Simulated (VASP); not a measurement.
InP (eos): single point with LDA

Crystal: InP (eos).

```
CELL_PARAMETERS angstrom
0.00000 2.82327 2.82327
2.82327 0.00000 2.82327
2.82327 2.82327 0.00000
ATOMIC_POSITIONS crystal
In 0.00000 0.00000 0.00000
P 0.75000 0.75000 0.75000
```

This cell differs from its parent crystal: volume scaled by 0.91.

| Quantity | Value |
| --- | --- |
| Program | VASP 6.6.1 |
| Task | single point |
| Functional | LDA |
| Potentials or basis | VASP PAW LDA potentials, release 64 (In_d, P) |
| Cutoff | 520 eV |
| k mesh | 10 × 10 × 10 |
| Occupations | gaussian, width 0.02 eV |
| Spin | no spin polarisation |
| Dipole correction | no |
| Further INCAR settings | ALGO = Normal; EDIFF = 1e-07; NBANDS = 16 |

```json
{
  "Pressure": "8.4 GPa",
  "Band gap on the k mesh": "1.11 eV, direct"
}
```

Levels at points of the mesh, in eV from the valence-band top:
```csv
k point,band 6,band 7,band 8,band 9,band 10,band 11,band 12,band 13
"(0.00, 0.00, 0.00)",-12.38,0.00,0.00,0.00,1.11,3.93,3.93,3.93
"(0.50, 0.00, 0.00)",-10.22,-6.48,-1.17,-1.17,1.59,4.69,4.69,7.06
"(0.50, 0.50, 0.00)",-9.42,-6.38,-2.77,-2.77,1.39,2.08,9.73,10.18
```

It took 51 s on 1 thread of Intel Xeon 8259CL, on a shared host, peak memory 0.17 GiB.

Caveat: spin-orbit coupling is left out, which moves the levels of the heavy elements. A k mesh can miss the band edges.
